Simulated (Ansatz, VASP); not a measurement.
# Ti2C: VASP beside Ansatz

File INCAR:

```
  ALGO = Normal
  EDIFF = 1E-6
  ENCUT = 520
  ISIF = 2
  ISMEAR = 0
  ISPIN = 2
  LASPH = T
  LCHARG = T
  LELF = T
  LMAXMIX = 4
  LORBIT = 11
  LREAL = F
  LVHAR = T
  LWAVE = F
  MAGMOM = 1 1 1
  NBANDS = 25
  NELM = 150
  PREC = Accurate
  SIGMA = 0.1
```

KPOINTS

```
k-points
0
Gamma
  12 12 12
```

POSCAR

```
Ti2C
1.0
   -1.5482797468      2.6816991858      0.0000000000
   -3.0965594936      0.0000000000      0.0000000000
   -1.5482797468      0.8938997286      4.7948803090
Ti C
2 1
Direct
    0.2439459500      0.2439459500      0.2681621500
    0.7560540500      0.7560540500      0.7318378500
    0.5000000000      0.5000000000      0.5000000000
```

Input for Ansatz:

```yaml
crystal:
  lattice:
    - [-1.5482797468, 2.6816991858, 0.0]
    - [-3.0965594936, 0.0, 0.0]
    - [-1.5482797468, 0.8938997286, 4.794880309]
  atoms:
    - { symbol: Ti, position: [0.24394595, 0.24394595, 0.26816215], spin: 1.0 }
    - { symbol: Ti, position: [0.75605405, 0.75605405, 0.73183785], spin: 1.0 }
    - { symbol: C, position: [0.5, 0.5, 0.5], spin: 1.0 }
magnetization:
  spin_polarized: true
basis:
  ecutwfc: 420
  fft_grid_basis: typed
kpoints:
  mp_grid: { grid: [12, 12, 12] }
hamiltonian:
  xc: lda
  pseudopotentials: { kind: paw }
scf:
  occupations: { method: gaussian, width: 0.1 }
output:
  forces: true
  stress: true
  eigenvalues: true
  bader: true
  write_density: true
  volumetric_format: npy
  populations: true
```

Alike in both runs: task single point; functional LDA; k mesh 12 × 12 × 12; occupations gaussian, width 0.1 eV; collinear spin.

```csv
,VASP,Ansatz
version,VASP 6.6.1,Ansatz 0.2.0
potentials or method,"VASP PAW LDA potentials, release 64 (Ti_sv, C), cutoff 520 eV","scalar-relativistic, plane waves, PAW"
valence electrons in the cell,28,28
```

```tsv
	VASP	Ansatz	Ansatz less VASP
gap on the k mesh at the Fermi level (eV)	none	none	-
rms of the force components (eV/Å)	0.038	0.015	-0.0232
net moment per atom (μB)	0.00	0.00	0.000
```

LDA's correlation is that of Perdew and Zunger in VASP and of Perdew and Wang (1992) in Ansatz. Atom by atom the forces differ by 0.023 eV/Å (rms over components). A gap of «none» marks a metal or a gap that the smearing closes. Ansatz's warnings: seeded moment not kept.
